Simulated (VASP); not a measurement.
A run of VASP 6.6.1:

POSCAR

```
Bi
1.0
    4.6066306292      0.0000000000      0.0000000000
   -2.3033153146      3.9894591508      0.0000000000
    0.0000000000      0.0000000000      7.6009405382
Bi
4
Direct
    0.3333333333      0.6666666667      0.4375000000
    0.6666666667      0.3333333333      0.9375000000
    0.6666666667      0.3333333333      0.5625000000
    0.3333333333      0.6666666667      0.0625000000
```

File INCAR.step1:

```
SYSTEM = Bi
ALGO = Normal ; EDIFF = 1E-4
ENCUT = 520 ; GGA = PE
ISMEAR = 0 ; LASPH = .True.
LCHARG = .False. ; LREAL = .False.
LWAVE = .True. ; NBANDS = 38
NELM = 100 ; PREC = Accurate
SIGMA = 0.1
```

Contents of INCAR.step2:

```
SYSTEM = Bi
ALGO = Normal ; EDIFF = 1E-6
ENCUT = 520 ; ISIF = 2
ISMEAR = 0 ; ISTART = 1
LASPH = .True. ; LCHARG = .False.
LMIXTAU = .True. ; LREAL = .False.
LWAVE = .False. ; METAGGA = R2SCAN
NBANDS = 38 ; NELM = 100
PREC = Accurate ; SIGMA = 0.1
```

The input KPOINTS:

```
k-points
0
Gamma
  6 6 4
  0 0 0
```

Potentials or basis: VASP PAW PBE potentials, release 64 (Bi_d).

Launch:

```sh
$ cat potpaw_PBE.64/Bi_d/POTCAR > POTCAR
$ cp INCAR.step1 INCAR
$ mpirun -np 1 vasp_std > vasp.out
$ cp INCAR.step2 INCAR
$ mpirun -np 1 vasp_std > vasp.out
```

Hardware: 1 thread of AMD EPYC 9R45 96-Core Processor (Zen 5) (shared host).

**Question.** Estimate the wall time of this run.

**Answer.** It took 5 min on 1 thread of AMD EPYC 9R45 96-Core Processor (Zen 5), on a shared host, peak memory 0.29 GiB. Counts: k points 21.
